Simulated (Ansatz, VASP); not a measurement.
## One calculation of PbO2, two programs

INCAR

```
PREC = Accurate ; ENCUT = 600
EDIFF = 1E-6 ; ISMEAR = 0
SIGMA = 0.1 ; LREAL = False
LASPH = True ; NELM = 100
ALGO = Normal ; ISIF = 3
LWAVE = False ; LCHARG = False
GGA = PE ; IBRION = 2
NSW = 90 ; EDIFFG = -0.04
```

KPOINTS

```
regular mesh
0
Gamma
  6 6 6
```

POSCAR

```
PbO2
1.0
    1.7670598500      1.0202124800      5.7711932900
   -1.7670598500      1.0202124800      5.7711932900
    0.0000000000     -2.0404249600      5.7711932900
Pb O
1 2
Direct
    0.0000000000      0.0000000000      0.0000000000
    0.2500000000      0.2500000000      0.2500000000
    0.7500000000      0.7500000000      0.7500000000
```

Input for Ansatz:

```yaml
crystal:
  lattice:
    - [1.76705985, 1.02021248, 5.77119329]
    - [-1.76705985, 1.02021248, 5.77119329]
    - [0.0, -2.04042496, 5.77119329]
  atoms:
    - { symbol: Pb, position: [0.0, 0.0, 0.0] }
    - { symbol: O, position: [0.25, 0.25, 0.25] }
    - { symbol: O, position: [0.75, 0.75, 0.75] }
basis:
  ecutwfc: 420
kpoints:
  mp_grid: { grid: [6, 6, 6] }
hamiltonian:
  xc: pbe
scf:
  occupations: { method: gaussian, width: 0.1 }
  lower_state_search: "off"
output:
  forces: true
  stress: true
  eigenvalues: true
relax:
  adjacent_minimum: "off"
  f_tol: 0.04
  max_steps: 70
  cell: { stress_tol: 0.4 }
```

Change from the starting cell: ordered vacancies on the cation sites of rock salt (R-3m, No. 166).

Alike in both runs: task relaxation of cell and atoms; functional PBE; k mesh 6 × 6 × 6; occupations gaussian, width 0.1 eV; no spin polarisation.

```csv
,VASP,Ansatz
version,VASP 6.6.1,Ansatz 0.2.0
potentials or method,"VASP PAW PBE potentials, release 64 (Pb_d, O), cutoff 600 eV","scalar-relativistic, plane waves, PAW"
valence electrons in the cell,26,26
```

|  | VASP | Ansatz | Ansatz less VASP |
| --- | --- | --- | --- |
| relaxed volume (Å³/atom) | 14.91 | 15.46 | +0.543 |
| relaxed cell length with the largest relative difference (Å) | 4.746 | 4.946 | +0.2005 |

Neither program's run includes spin-orbit coupling. Noted on VASP's run: the volume moved by over 15 % at a fixed basis, so the end points are rough.
